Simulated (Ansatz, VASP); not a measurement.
# Mg8Si4H in VASP and in Ansatz

```
CELL_PARAMETERS angstrom
0.00074 6.35379 6.36184
6.35379 0.00074 6.36184
3.17726 3.17726 0.00000
ATOMIC_POSITIONS crystal
Mg 0.12969 0.12969 0.24062
Mg 0.13002 0.61488 0.25510
Mg 0.61488 0.13002 0.25510
Mg 0.62490 0.62490 0.25021
Mg 0.37031 0.37031 0.75938
Mg 0.36998 0.88512 0.74490
Mg 0.88512 0.36998 0.74490
Mg 0.87510 0.87510 0.74979
Si 0.50475 0.99525 0.00000
Si 0.50349 0.50349 0.99302
Si 0.99651 0.99651 0.00698
Si 0.99525 0.50475 0.00000
H 0.25000 0.25000 0.50000
```

Alike in both runs: functional PBE; k mesh 8 × 8 × 8; occupations gaussian, width 0.1 eV; no spin polarisation.

Ansatz relaxed the structure, and its values are those at the end. VASP's run is a single point on that final structure, the one shown.

|  | VASP | Ansatz |
| --- | --- | --- |
| version | VASP 6.6.1 | Ansatz 0.2.0 |
| potentials or method | VASP PAW PBE potentials, release 64 (Mg, Si, H), cutoff 520 eV | scalar-relativistic, plane waves, PAW |
| valence electrons in the cell | 33 | 97 |

```tsv
	VASP	Ansatz	Ansatz less VASP
gap on the k mesh at the Fermi level (eV)	none	none	-
pressure (GPa)	-0.1	0.0	+0.14
rms of the force components (eV/Å)	0.009	0.009	0.0000
```

A gap of «none» marks a metal or a gap that the smearing closes. With one functional, cell and mesh, what is left measures potentials, basis and numerics. VASP's potentials hold 33 valence electrons a cell and Ansatz's 97, so a difference there can come from the potentials and not from the codes.
